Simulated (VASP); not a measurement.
Wanted: the native input for a VASP 6.6.1 run.

| Property | Result |
| --- | --- |
| Task | single point |
| Functional | PBE |
| Potentials or basis | VASP PAW PBE potentials, release 64 (Mg) |
| Cutoff | 520 eV |
| k mesh | 15 × 15 × 15 |
| Occupations | fermi-dirac, width 0.08 eV |
| Spin | no spin polarisation |
| Dipole correction | no |
| Further INCAR settings | ALGO = Normal; EDIFF = 1e-06; NBANDS = 7 |

The structure of Mg lies in POSCAR:

```
Mg
1.0
    0.0000000000      2.2680606932      2.2680606932
    2.2680606932      0.0000000000      2.2680606932
    2.2680606932      2.2680606932      0.0000000000
Mg
1
Direct
    0.0000000000      0.0000000000      0.0000000000
```

The input as run:

INCAR

```
SYSTEM = Mg
PREC     = Accurate       ! precision mode
ENCUT    = 520            ! plane-wave cutoff, eV
EDIFF    = 1E-6           ! SCF threshold, eV
ISMEAR   = -1             ! smearing method
SIGMA    = 0.08           ! smearing width, eV
LREAL    = .False.        ! projectors in reciprocal space
LASPH    = .True.         ! aspherical terms in the spheres
NELM     = 100            ! most SCF steps
ALGO     = Normal         ! electronic algorithm
ISIF     = 2              ! what is computed and relaxed
LWAVE    = .False.        ! write WAVECAR
LCHARG   = .False.        ! write CHGCAR
GGA      = PE             ! functional
NBANDS   = 7              ! bands
```

KPOINTS

```
Automatic mesh
0
Gamma
  15 15 15
  0 0 0
```

Potentials or basis: VASP PAW PBE potentials, release 64 (Mg).

Launch:

```console
$ cat potpaw_PBE.64/Mg/POTCAR > POTCAR
$ mpirun -np 1 vasp_std > vasp.out
```

Results of the run:

The pressure is -0.4 GPa and the band gap on the k mesh is zero (band 1 reaches 3.67 eV, above the bottom of band 2 at 1.45 eV).

It took 25 s on 1 thread of AMD EPYC 7R13, on a shared host, peak memory 0.12 GiB.
